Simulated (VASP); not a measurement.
# K (Fd-3m) in VASP: further runs

The runs below take K through single point, with PBE.

All numbers are computed with VASP 6.6.1; they aren't measurements. Logs are shortened: lines on timing, memory, paths and dates and some standing lists are left out, and cuts for length are marked.

## (1) The cell of the first run

It takes space group Fd-3m (No. 227, cubic). The conventional cell has a = 8.452 Å, b = 8.452 Å, c = 8.452 Å, α = 90.00°, β = 90.00°, γ = 90.00°. Within 4.8 Å of K (site symmetry -43m) lie 4 K at 3.66 Å.

This isn't the form of K at room conditions, which is bcc.

## (2) Single point, PBE (75.46 Å³/atom)

INCAR

```
SYSTEM = K
  PREC = Accurate
  ENCUT = 520
  EDIFF = 1E-6
  ISMEAR = -1
  SIGMA = 0.1
  LREAL = .FALSE.
  LASPH = .TRUE.
  NELM = 80
  ALGO = Normal
  ISIF = 2
  LWAVE = .FALSE.
  LCHARG = .FALSE.
  GGA = PE
  NBANDS = 16
```

KPOINTS

```
regular mesh
0
G
  8 8 8
  0 0 0
```

POSCAR

```
K
1.0
    0.0000000000      4.2258402818      4.2258402818
    4.2258402818      0.0000000000      4.2258402818
    4.2258402818      4.2258402818      0.0000000000
K
2
Direct
   -0.1250000000     -0.1250000000     -0.1250000000
    0.1250000000      0.1250000000      0.1250000000
```

Potentials or basis: VASP PAW PBE potentials, release 64 (K_sv).

Started as:

```bash
> cat potpaw_PBE.64/K_sv/POTCAR > POTCAR
> mpirun -np 1 vasp_std > vasp.out
```

OUTCAR:

```text
SYSTEM = K
   PREC = Accurate
   ENCUT = 520
   EDIFF = 1E-6
   ISMEAR = -1
   LREAL = .FALSE.
   LASPH = .TRUE.
   NELM = 80
   ISIF = 2
   GGA = PE

 ion  position               nearest neighbor table
   1  0.875  0.875  0.875-   2 3.66   2 3.66   2 3.66   2 3.66
   2  0.125  0.125  0.125-   1 3.66   1 3.66   1 3.66   1 3.66

  LATTYP: Found a face centered cubic cell.
 ALAT       =     8.4516805636

  Lattice vectors:

 A1 = (   0.0000000000,   4.2258402818,   4.2258402818)
 A2 = (   4.2258402818,   0.0000000000,   4.2258402818)
 A3 = (   4.2258402818,   4.2258402818,   0.0000000000)

Analysis of symmetry for initial positions (statically):
=====================================================================
 Subroutine PRICEL returns:
 Original cell was already a primitive cell.

 Routine SETGRP: Setting up the symmetry group for a
 face centered cubic supercell.

 Subroutine GETGRP returns: Found 48 space group operations
 (whereof 12 operations were pure point group operations)
 out of a pool of 48 trial point group operations.

The static configuration has the point symmetry D_3d.
 The point group associated with its full space group is O_h .

Analysis of symmetry for dynamics (positions and initial velocities):
=====================================================================
 Subroutine PRICEL returns:
 Original cell was already a primitive cell.

 Routine SETGRP: Setting up the symmetry group for a
 face centered cubic supercell.

 Subroutine GETGRP returns: Found 48 space group operations
 (whereof 12 operations were pure point group operations)
 out of a pool of 48 trial point group operations.

The dynamic configuration has the point symmetry D_3d.
 The point group associated with its full space group is O_h .

 Subroutine INISYM returns: Found 48 space group operations
 (whereof 12 operations are pure point group operations),
 and found     1 'primitive' translations

----------------------------------------------------------------------------------------

                                     Primitive cell

  volume of cell :     150.9278

  direct lattice vectors                    reciprocal lattice vectors
     0.000000000  4.225840282  4.225840282    -0.118319663  0.118319663  0.118319663
     4.225840282  0.000000000  4.225840282     0.118319663 -0.118319663  0.118319663
     4.225840282  4.225840282  0.000000000     0.118319663  0.118319663 -0.118319663

  length of vectors
     5.976240639  5.976240639  5.976240639     0.204935669  0.204935669  0.204935669

  position of ions in fractional coordinates (direct lattice)
     0.875000000  0.875000000  0.875000000
     0.125000000  0.125000000  0.125000000

  ion indices of the primitive-cell ions
   primitive index   ion index
                 1           1
                 2           2

----------------------------------------------------------------------------------------

 KPOINTS: regular mesh

Automatic generation of k-mesh.
 Grid dimensions read from file:
 generate k-points for:    8    8    8

 Generating k-lattice:

  Cartesian coordinates                     Fractional coordinates (reciprocal lattice)
    -0.014789958  0.014789958  0.014789958     0.125000000  0.000000000  0.000000000
     0.014789958 -0.014789958  0.014789958     0.000000000  0.125000000  0.000000000
     0.014789958  0.014789958 -0.014789958     0.000000000  0.000000000  0.125000000

  Length of vectors
     0.025616959  0.025616959  0.025616959

  Shift w.r.t. Gamma in fractional coordinates (k-lattice)
     0.000000000  0.000000000  0.000000000

 Subroutine IBZKPT returns following result:
 ===========================================

 Found     29 irreducible k-points:

 Following reciprocal coordinates:
            Coordinates               Weight
  0.000000  0.000000  0.000000      1.000000
  0.125000  0.000000  0.000000      8.000000
  0.250000  0.000000  0.000000      8.000000
  0.375000  0.000000  0.000000      8.000000
  0.500000  0.000000  0.000000      4.000000
  0.125000  0.125000  0.000000      6.000000
[... 16 lines left out ...]
  0.500000  0.250000  0.125000     48.000000
 -0.375000  0.250000  0.125000     24.000000
 [... further k-points ...]
   k-points           NKPTS =     29   k-points in BZ     NKDIM =     29   number of bands    NBANDS=     16
   number of dos      NEDOS =    301   number of ions     NIONS =      2
   total plane-waves  NPLWV = 110592
   dimension x,y,z NGX =    48 NGY =   48 NGZ =   48
   dimension x,y,z NGXF=    96 NGYF=   96 NGZF=   96
   ions per type =               2
   NGX,Y,Z   is equivalent  to a cutoff of  13.35, 13.35, 13.35 a.u.
   NGXF,Y,Z  is equivalent  to a cutoff of  26.71, 26.71, 26.71 a.u.
 SYSTEM =  K
   PREC   = accura    normal or accurate (medium, high low for compatibility)
   ISTART =      0    job   : 0-new  1-cont  2-samecut
   ICHARG =      2    charge: 1-file 2-atom 10-const
   ISPIN  =      1    spin polarized calculation?
   LNONCOLLINEAR =      F non collinear calculations
   LSORBIT =      F    spin-orbit coupling
   LASPH  =      T    aspherical Exc in radial PAW
   ENCUT  =  520.0 eV  38.22 Ry    6.18 a.u.  11.11 11.11 11.11*2*pi/ulx,y,z
   NELM   =     80;   NELMIN=  2; NELMDL= -5     # of ELM steps
   EDIFF  = 0.1E-05   stopping-criterion for ELM
   LREAL  =      F    real-space projection
   EDIFFG = 0.1E-04   stopping-criterion for IOM
   NSW    =      0    number of steps for IOM
   IBRION =     -1    ionic relax: 0-MD 1-quasi-New 2-CG
   NFREE  =      0    steps in history (QN), initial steepest desc. (CG)
   ISIF   =      2    stress and relaxation
   ISYM   =      2    0-nonsym 1-usesym 2-fastsym
   POTIM  = 0.5000    time-step for ionic-motion
   TEBEG  =    0.0;   TEEND  =   0.0 temperature during run
   PSTRESS=    0.0 pullay stress
   NELECT =      18.0000    total number of electrons
   NUPDOWN=      -1.0000    fix difference up-down
   EMIN   =  10.00;   EMAX   =-10.00  energy-range for DOS
   EFERMI =   0.00;   METHOD = LEGACY
   ISMEAR =    -1;   SIGMA  =   0.10  broadening in eV -4-tet -1-fermi 0-gaus
   EFERMI_NEDOS =   21; number of points for ismear=-14 and -15
   IALGO  =     38    algorithm
   IMIX   =      4    mixing-type and parameters
     AMIX     =   0.40;   BMIX     =  1.00
     AMIX_MAG =   1.60;   BMIX_MAG =  1.00
  volume/ion in A,a.u.               =      75.46       509.26
  Fermi-wavevector in a.u.,A,eV,Ry     =   0.805828  1.522795  8.835072  0.649359
  Thomas-Fermi vector in A             =   1.914147
   LORBIT       =      0    0 simple, 1 ext, 2 COOP (PROOUT), +10 PAW based schemes
   GGA     = PE    functional components
   LHFCALC =     F    Hartree Fock is set to
   AEXX    =    0.0000 exact exchange contribution
   IVDW    =     0    specifies the selected vdW correction
   LEPSILON=     F    determine dielectric tensor
   LRPA    =     F    only Hartree local field effects (RPA)
 non-spin polarized calculation
  energy-cutoff  :      520.00
  volume of cell :      150.93
 maximum number of plane-waves:      4092
 NGX is ok and might be reduce to    48
   NGX = 23   NGY = 23   NGZ = 23

 number of electron      17.9999999 magnetization

 Free energy of the ion-electron system (eV)
  ---------------------------------------------------
  ext. energy  EPLUGINS =         0.00000000
  ---------------------------------------------------
  free energy    TOTEN  =        -1.37454932 eV

  energy without entropy =       -1.32582603  energy(sigma->0) =       -1.35018767

 E-fermi :  -0.0924     XC(G=0):  -5.5488

 val. band max:       -0.1411729784   @ k =   0.5000   0.1250   0.0000
 cond. band min:      -0.0255661481   @ k =   0.5000   0.5000   0.0000
 fundamental gap:      0.1156068304
 Fermi energy:        -0.0924043054

 k-point     1 :       0.0000    0.0000    0.0000
  band No.  band energies     occupation
      1     -32.8050      2.00000
      2     -32.7451      2.00000
      3     -16.3516      2.00000
      4     -16.3516      2.00000
      5     -16.3516      2.00000
      6     -16.1777      2.00000
[... 8 lines left out ...]
     15       2.9753      0.00000
     16       2.9753      0.00000

 k-point     2 :       0.1250    0.0000    0.0000
  band No.  band energies     occupation
      1     -32.8033      2.00000
      2     -32.7468      2.00000
      3     -16.3549      2.00000
      4     -16.3549      2.00000
      5     -16.3516      2.00000
      6     -16.1786      2.00000
[... 8 lines left out ...]
     15       2.8771      0.00000
     16       3.0509      0.00000

 k-point     3 :       0.2500    0.0000    0.0000
  band No.  band energies     occupation
      1     -32.7987      2.00000
      2     -32.7514      2.00000
      3     -16.3624      2.00000
      4     -16.3624      2.00000
      5     -16.3519      2.00000
      6     -16.1807      2.00000
[... 8 lines left out ...]
     15       2.9565      0.00000
     16       3.2091      0.00000

 k-point     4 :       0.3750    0.0000    0.0000
  band No.  band energies     occupation
      1     -32.7930      2.00000
      2     -32.7571      2.00000
      3     -16.3694      2.00000
      4     -16.3694      2.00000
      5     -16.3525      2.00000
      6     -16.1825      2.00000
[... 8 lines left out ...]
     15       3.0590      0.00000
     16       3.4059      0.00000
[... 324 lines left out ...]
 k-point    22 :       0.3750    0.2500    0.1250
  band No.  band energies     occupation
      1     -32.7946      2.00000
      2     -32.7555      2.00000
      3     -16.3793      2.00000
      4     -16.3712      2.00000
      5     -16.3306      2.00000
      6     -16.2024      2.00000
[... 8 lines left out ...]
     15       3.0640      0.00000
     16       3.3444      0.00000

 k-point    23 :       0.5000    0.2500    0.1250
  band No.  band energies     occupation
      1     -32.7889      2.00000
      2     -32.7612      2.00000
      3     -16.3885      2.00000
      4     -16.3773      2.00000
      5     -16.3209      2.00000
      6     -16.2129      2.00000
[... 8 lines left out ...]
     15       3.1231      0.00000
     16       3.4319      0.00000

 k-point    24 :      -0.3750    0.2500    0.1250
  band No.  band energies     occupation
      1     -32.7856      2.00000
      2     -32.7645      2.00000
      3     -16.3918      2.00000
      4     -16.3802      2.00000
      5     -16.3164      2.00000
      6     -16.2176      2.00000
[... 8 lines left out ...]
     15       3.2298      0.00000
     16       3.4901      0.00000

 [... further k-points ...]

------------------------ aborting loop because EDIFF is reached ----------------------------------------

  FORCE on cell =-STRESS in cart. coord.  units (eV):
  Direction    XX          YY          ZZ          XY          YZ          ZX
  --------------------------------------------------------------------------------------
  -------------------------------------------------------------------------------------
  Total        0.8252759      0.8252759      0.8252759      0.0000000     -0.0000000      0.0000000
  in kB        8.7607343      8.7607343      8.7607343      0.0000000     -0.0000000      0.0000000
  external PRESSURE =       8.7607343 kB  Pullay stress =       0.0000000 kB

 VOLUME and BASIS-vectors are now :
 -----------------------------------------------------------------------------
  energy-cutoff  :      520.00
  volume of cell :      150.93
      direct lattice vectors                 reciprocal lattice vectors
     0.000000000  4.225840282  4.225840282    -0.118319663  0.118319663  0.118319663
     4.225840282  0.000000000  4.225840282     0.118319663 -0.118319663  0.118319663
     4.225840282  4.225840282  0.000000000     0.118319663  0.118319663 -0.118319663

 POSITION                                       TOTAL-FORCE (eV/Angst)
 -----------------------------------------------------------------------------------
      7.39522      7.39522      7.39522        -0.000000     -0.000000     -0.000000
      1.05646      1.05646      1.05646         0.000000      0.000000      0.000000
 -----------------------------------------------------------------------------------
    total drift:                                0.000000      0.000000      0.000000

  FREE ENERGIE OF THE ION-ELECTRON SYSTEM (eV)
  ---------------------------------------------------
  free  energy   TOTEN  =        -1.3745493243 eV

  energy  without entropy=       -1.3258260251  energy(sigma->0) =       -1.35018767
```

It took 91 s on 1 thread of Intel Xeon 6975P-C (Granite Rapids), shared host; peak memory 0.32 GiB.

What came out:

```yaml
Free_energy: -1.3745 eV
Pressure: 0.9 GPa
Band_gap_on_the_k_mesh: zero (bands 9 and 10 overlap by 0.76 eV)
```

Levels at points of the mesh, in eV from the Fermi level:
```csv
k point,band 6,band 7,band 8,band 9,band 10,band 11,band 12,band 13
"(0.00, 0.00, 0.00)",-16.09,-16.09,-16.09,-2.15,2.66,2.66,2.66,2.74
"(0.50, 0.00, 0.00)",-16.09,-16.06,-16.06,-0.60,-0.27,2.14,2.14,2.88
"(0.50, 0.50, 0.00)",-16.18,-16.04,-16.04,0.07,0.07,1.47,1.47,2.23
```

## (3) Single point, PBE (84.34 Å³/atom)

This run uses another cell than the first one, of 84.34 Å³/atom.

INCAR

```
PREC = Accurate
ENCUT = 520
EDIFF = 1E-6
ISMEAR = -1
SIGMA = 0.1
LREAL = False
LASPH = True
NELM = 100
ALGO = Normal
ISIF = 2
LWAVE = False
LCHARG = True
GGA = PE
LELF = True
LVHAR = True
NBANDS = 16
```

KPOINTS

```
regular mesh
0
Gamma
  8 8 8
```

POSCAR

```
K
1.0
    0.0000000000      4.3854547927      4.3854547927
    4.3854547927      0.0000000000      4.3854547927
    4.3854547927      4.3854547927      0.0000000000
K
2
Direct
   -0.1250000000     -0.1250000000     -0.1250000000
    0.1250000000      0.1250000000      0.1250000000
```

Potentials or basis: VASP PAW PBE potentials, release 64 (K_sv).

Started as:

```bash
> cat potpaw_PBE.64/K_sv/POTCAR > POTCAR
> mpirun -np 1 vasp_std > vasp.out
```

OUTCAR:

```text
PREC = Accurate
   ENCUT = 520
   EDIFF = 1E-6
   ISMEAR = -1
   LREAL = False
   LASPH = True
   NELM = 100
   ISIF = 2
   GGA = PE

 ion  position               nearest neighbor table
   1  0.875  0.875  0.875-   2 3.80   2 3.80   2 3.80   2 3.80
   2  0.125  0.125  0.125-   1 3.80   1 3.80   1 3.80   1 3.80

  LATTYP: Found a face centered cubic cell.
 ALAT       =     8.7709095854

  Lattice vectors:

 A1 = (   0.0000000000,   4.3854547927,   4.3854547927)
[... 643 lines left out ...]

------------------------ aborting loop because EDIFF is reached ----------------------------------------

  FORCE on cell =-STRESS in cart. coord.  units (eV):
  Direction    XX          YY          ZZ          XY          YZ          ZX
  --------------------------------------------------------------------------------------
  -------------------------------------------------------------------------------------
  Total        0.5471834      0.5471834      0.5471834      0.0000000      0.0000000      0.0000000
  in kB        5.1972021      5.1972021      5.1972021      0.0000000      0.0000000      0.0000000
  external PRESSURE =       5.1972021 kB  Pullay stress =       0.0000000 kB

 VOLUME and BASIS-vectors are now :
 -----------------------------------------------------------------------------
  energy-cutoff  :      520.00
  volume of cell :      168.68
      direct lattice vectors                 reciprocal lattice vectors
     0.000000000  4.385454793  4.385454793    -0.114013261  0.114013261  0.114013261
     4.385454793  0.000000000  4.385454793     0.114013261 -0.114013261  0.114013261
     4.385454793  4.385454793  0.000000000     0.114013261  0.114013261 -0.114013261

 POSITION                                       TOTAL-FORCE (eV/Angst)
 -----------------------------------------------------------------------------------
      7.67455      7.67455      7.67455        -0.000000     -0.000000     -0.000000
      1.09636      1.09636      1.09636         0.000000      0.000000      0.000000
 -----------------------------------------------------------------------------------
    total drift:                                0.000000      0.000000      0.000000

  FREE ENERGIE OF THE ION-ELECTRON SYSTEM (eV)
  ---------------------------------------------------
  free  energy   TOTEN  =        -1.4522493017 eV

  energy  without entropy=       -1.4021416952  energy(sigma->0) =       -1.42719550
```

stdout:

```text
POSCAR found type information on POSCAR K
 POSCAR found :  1 types and       2 ions
 scaLAPACK will be used
 LDA part: xc-table for (Slater+PW92), standard interpolation
 POSCAR, INCAR and KPOINTS ok, starting setup
 FFT: planning ... GRIDC
 FFT: planning ... GRID_SOFT
 FFT: planning ... GRID
 WAVECAR not read
 entering main loop
```

Wall time 1.9 min (1 thread of Intel Xeon 6975P-C (Granite Rapids), shared host); peak memory 0.32 GiB.

Results:

* Free energy: -1.4522 eV
* Pressure: 0.5 GPa
* Band gap on the k mesh: zero (bands 9 and 10 overlap by 0.68 eV)

## (4) Single point, PBE (93.22 Å³/atom)

This run uses another cell than the first one, of 93.22 Å³/atom.

INCAR

```
SYSTEM = K
PREC = Accurate
ENCUT = 520
EDIFF = 1E-7
ISMEAR = -1
SIGMA = 0.1
LREAL = .False.
LASPH = .True.
NELM = 100
ALGO = Normal
ISIF = 2
LWAVE = .False.
LCHARG = .False.
GGA = PE
NBANDS = 16
```

KPOINTS

```
Automatic mesh
0
Gamma
  8 8 8
  0 0 0
```

POSCAR

```
K
1.0
    0.0000000000      4.5342264190      4.5342264190
    4.5342264190      0.0000000000      4.5342264190
    4.5342264190      4.5342264190      0.0000000000
K
2
Direct
   -0.1250000000     -0.1250000000     -0.1250000000
    0.1250000000      0.1250000000      0.1250000000
```

Started as:

```bash
> cat potpaw_PBE.64/K_sv/POTCAR > POTCAR
> mpirun -np 1 vasp_std > vasp.out
```

Run time: 1.8 min. Hardware: 1 thread of Intel Xeon 6975P-C (Granite Rapids), shared host; peak memory 0.32 GiB.

It converged, with:

```
Free energy            : -1.4973 eV
Pressure               : 0.3 GPa
Band gap on the k mesh : zero (bands 9 and 10 overlap by 0.54 eV)
```

Levels at points of the mesh, in eV from the Fermi level:
| k point | band 5 | band 6 | band 7 | band 8 | band 9 | band 10 | band 11 | band 12 | band 13 | band 14 |
| --- | --- | --- | --- | --- | --- | --- | --- | --- | --- | --- |
| (0.00, 0.00, 0.00) | -16.15 | -16.05 | -16.05 | -16.05 | -1.88 | 2.50 | 2.50 | 2.50 | 2.77 | 2.77 |
| (0.50, 0.00, 0.00) | -16.15 | -16.06 | -16.04 | -16.04 | -0.61 | -0.18 | 2.16 | 2.16 | 2.65 | 2.76 |
| (0.50, 0.50, 0.00) | -16.10 | -16.10 | -16.03 | -16.03 | 0.05 | 0.05 | 1.42 | 1.42 | 1.89 | 1.89 |

## (5) Single point, PBE (93.22 Å³/atom)

This run uses another cell than the first one, of 93.22 Å³/atom.

INCAR

```
PREC = Accurate
ENCUT = 520
EDIFF = 1E-6
ISMEAR = -1
SIGMA = 0.1
LREAL = False
LASPH = True
NELM = 80
ALGO = Normal
ISIF = 2
LWAVE = False
LCHARG = False
GGA = PE
NBANDS = 16
```

KPOINTS

```
Automatic mesh
0
Gamma
  8 8 8
```

POSCAR is that of step 4.

Started as:

```bash
> cat potpaw_PBE.64/K_sv/POTCAR > POTCAR
> mpirun -np 1 vasp_std > vasp.out
```

Wall time 94 s (1 thread of Intel Xeon 6975P-C (Granite Rapids), shared host); peak memory 0.33 GiB.

Results (log left out):

* Free energy: -1.4973 eV
* Pressure: 0.3 GPa
* Band gap on the k mesh: zero (bands 9 and 10 overlap by 0.54 eV)

Levels at points of the mesh, in eV from the Fermi level:
| k point | band 6 | band 7 | band 8 | band 9 | band 10 | band 11 | band 12 | band 13 |
| --- | --- | --- | --- | --- | --- | --- | --- | --- |
| (0.00, 0.00, 0.00) | -16.05 | -16.05 | -16.05 | -1.88 | 2.50 | 2.50 | 2.50 | 2.77 |
| (0.50, 0.00, 0.00) | -16.06 | -16.04 | -16.04 | -0.61 | -0.18 | 2.16 | 2.16 | 2.65 |
| (0.50, 0.50, 0.00) | -16.10 | -16.03 | -16.03 | 0.05 | 0.05 | 1.42 | 1.42 | 1.89 |

## (6) Overview

```tsv
cell	gap on the mesh (eV)	pressure (GPa)
a = 5.976 Å, angles 60.0°, 2 atoms	none	0.9
a = 6.202 Å, angles 60.0°, 2 atoms	none	0.5
a = 6.412 Å, angles 60.0°, 2 atoms	none	0.3
```

Alike in all rows: task single point; level PBE; potentials or basis VASP PAW PBE potentials, release 64 (K_sv); no spin polarisation; k mesh 8 × 8 × 8; cutoff (eV) 520; smearing fermi-dirac 0.1 eV.

Absolute energies hang on the potentials; compare differences alone.

The gap in the log of VASP goes by the Fermi energy; the results here count the filled bands.